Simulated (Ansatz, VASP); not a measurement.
**Two plane-wave programs on SrTiO3**

File INCAR:

```
PREC     = Accurate       # precision mode
ENCUT    = 520            # plane-wave cutoff, eV
EDIFF    = 1E-7           # SCF threshold, eV
ISMEAR   = 0              # smearing method
SIGMA    = 0.05           # smearing width, eV
LREAL    = False          # projectors in reciprocal space
LASPH    = True           # aspherical terms in the spheres
NELM     = 60             # most SCF steps
ALGO     = Normal         # electronic algorithm
ISIF     = 2              # what is computed and relaxed
LWAVE    = False          # write WAVECAR
LCHARG   = False          # write CHGCAR
GGA      = PE             # functional
NBANDS   = 28             # bands
```

File KPOINTS:

```
Automatic mesh
0
Gamma
  8 8 8
```

The input POSCAR:

```
SrTiO3
1.0
    3.8905502681      0.0000000000      0.0000000000
    0.0000000000      3.8905502681      0.0000000000
    0.0000000000      0.0000000000      4.0281277780
Sr Ti O
1 1 3
Direct
    0.0013670509      0.0000000000      0.0000000000
    0.5064538458      0.5000000000      0.5000000000
   -0.0097550828      0.5000000000      0.5000000000
    0.4914796030      0.0000000000      0.5000000000
    0.4914796030      0.5000000000      0.0000000000
```

Input for Ansatz:

```yaml
crystal:
  lattice:
    - [3.8905502681, 0.0, 0.0]
    - [0.0, 3.8905502681, 0.0]
    - [0.0, 0.0, 4.028127778]
  atoms:
    - { symbol: Sr, position: [0.0013670509, 0.0, 0.0] }
    - { symbol: Ti, position: [0.5064538458, 0.5, 0.5] }
    - { symbol: O, position: [-0.0097550828, 0.5, 0.5] }
    - { symbol: O, position: [0.491479603, 0.0, 0.5] }
    - { symbol: O, position: [0.491479603, 0.5, 0.0] }
basis:
  ecutwfc: 520.0
kpoints:
  mp_grid: { grid: [8, 8, 8] }
hamiltonian:
  xc: pbe
  pseudopotentials: { kind: paw, azcp: { folder: soft_1 } }
scf:
  occupations: { method: gaussian, width: 0.05 }
output:
  forces: true
  stress: true
  eigenvalues: true
```

Change from the starting cell: mode 1 frozen in at -0.038 Å, strain +e along z and -e/2 along x and y +0.0233.

Alike in both runs: task single point; functional PBE; k mesh 8 × 8 × 8; occupations gaussian, width 0.05 eV; no spin polarisation.

|  | VASP | Ansatz |
| --- | --- | --- |
| version | VASP 6.6.1 | Ansatz 0.2.0 |
| potentials or method | VASP PAW PBE potentials, release 64 (Sr_sv, Ti_sv, O), cutoff 520 eV | scalar-relativistic, plane waves, PAW |
| valence electrons in the cell | 40 | 40 |

Ansatz gave:

* gap on the k mesh at the Fermi level (eV): 1.82
* least direct gap on the mesh (eV): 2.24
* pressure (GPa): 0.7
* traceless stress, the component that is largest in VASP (GPa): -4.96
* rms of the force components (eV/Å): 0.031

**Question.** Estimate VASP's values.

**Answer.** gap on the k mesh at the Fermi level (eV): 1.78; least direct gap on the mesh (eV): 2.22; pressure (GPa): 1.3; traceless stress, the component that is largest in VASP (GPa): -5.05; rms of the force components (eV/Å): 0.040.

Atom by atom the forces differ by 0.011 eV/Å (rms over components).
